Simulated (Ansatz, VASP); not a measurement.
**One calculation of Ca, two programs**

```xyz
1
Lattice="0.0559 2.8221 2.8221 2.8221 0.0559 2.8221 2.8221 2.8221 0.0559" Properties=species:S:1:pos:R:3 pbc="T T T"
Ca    0.0000    0.0000    0.0000
```

Change from the starting cell: equal xy, yz and zx shear strains of +2 %, PAW files.

Alike in both runs: task electric field gradients; functional PBEsol; k mesh 11 × 11 × 11; occupations fermi-dirac, width 0.05 eV; no spin polarisation.

```csv
,VASP,Ansatz
version,VASP 6.6.1,Ansatz 0.2.0
potentials or method,"VASP PAW PBE potentials, release 64 (Ca_sv)","PAW with Ansatz's default frozen-core files, scalar-relativistic"
plane-wave cutoff (eV),520,420
valence electrons in the cell,10,10
```

|  | VASP | Ansatz | Ansatz less VASP |
| --- | --- | --- | --- |
| pressure (GPa) | -1.1 | -1.2 | -0.01 |
| traceless stress, the component that is largest in VASP (GPa) | -0.29 | -0.29 | 0.000 |
| size of Vzz on the site where it differs most (V/Å²) | 2.7 | 2.6 | -0.08 |

VASP's potentials were made for PBE, not for PBEsol.
